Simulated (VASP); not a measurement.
Set up this calculation in VASP 6.6.1, as the native input.

| Quantity | Value |
| --- | --- |
| Task | single point |
| Functional | PBEsol |
| Potentials or basis | VASP PAW PBE potentials, release 64 (Co, Si) |
| Cutoff | 520 eV |
| k mesh | 12 × 12 × 10 |
| Occupations | gaussian, width 0.15 eV |
| Spin | no spin polarisation |
| Dipole correction | no |
| Further INCAR settings | ALGO = Fast; EDIFF = 1e-07; NBANDS = 41 |

The structure of Co3Si lies in POSCAR:

```
Co3Si
1.0
    4.8891302239      0.0000000000      0.0000000000
   -2.4445651119      4.2341109763      0.0000000000
    0.0000000000      0.0000000000      3.9040737741
Co Si
6 2
Direct
    0.1664189026      0.3328378052      0.7500000000
    0.6671621948      0.8335810974      0.7500000000
    0.1664189026      0.8335810974      0.7500000000
    0.8335810974      0.6671621948      0.2500000000
    0.3328378052      0.1664189026      0.2500000000
    0.8335810974      0.1664189026      0.2500000000
    0.6666666667      0.3333333333      0.7500000000
    0.3333333333      0.6666666667      0.2500000000
```

These files were run (other wordings do the same):

INCAR

```
SYSTEM = Co3Si
PREC     = Accurate       ! precision mode
ENCUT    = 520            ! plane-wave cutoff, eV
EDIFF    = 1E-7           ! SCF threshold, eV
ISMEAR   = 0              ! smearing method
SIGMA    = 0.15           ! smearing width, eV
LREAL    = .FALSE.        ! projectors in reciprocal space
LASPH    = .TRUE.         ! aspherical terms in the spheres
NELM     = 80             ! most SCF steps
ALGO     = Fast           ! electronic algorithm
ISIF     = 2              ! what is computed and relaxed
LWAVE    = .FALSE.        ! write WAVECAR
LCHARG   = .TRUE.         ! write CHGCAR
GGA      = PS             ! functional
LELF     = .TRUE.         ! ELF
LVHAR    = .TRUE.       
NBANDS   = 41             ! bands
```

KPOINTS

```
Automatic mesh
0
G
  12 12 10
  0 0 0
```

Potentials or basis: VASP PAW PBE potentials, release 64 (Co, Si).

Launch:

```console
$ cat potpaw_PBE.64/Co/POTCAR potpaw_PBE.64/Si/POTCAR > POTCAR
$ mpirun -np 1 vasp_std > vasp.out
```

It gave:

| Property | Result |
| --- | --- |
| Pressure | -0.3 GPa |
| Largest force | 0.016 eV/Å |
| Band gap on the k mesh | zero (bands 31 and 32 overlap by 0.58 eV) |

Caveat: the PAW data sets were made with another functional, which shifts forces and pressure a little; the run has no spin polarisation, though such a crystal can be magnetic.

It took 7.9 min on 1 thread of Intel(R) Xeon(R) Platinum 8375C CPU @ 2.90GHz (Ice Lake) (shared host), peak memory 0.39 GiB.
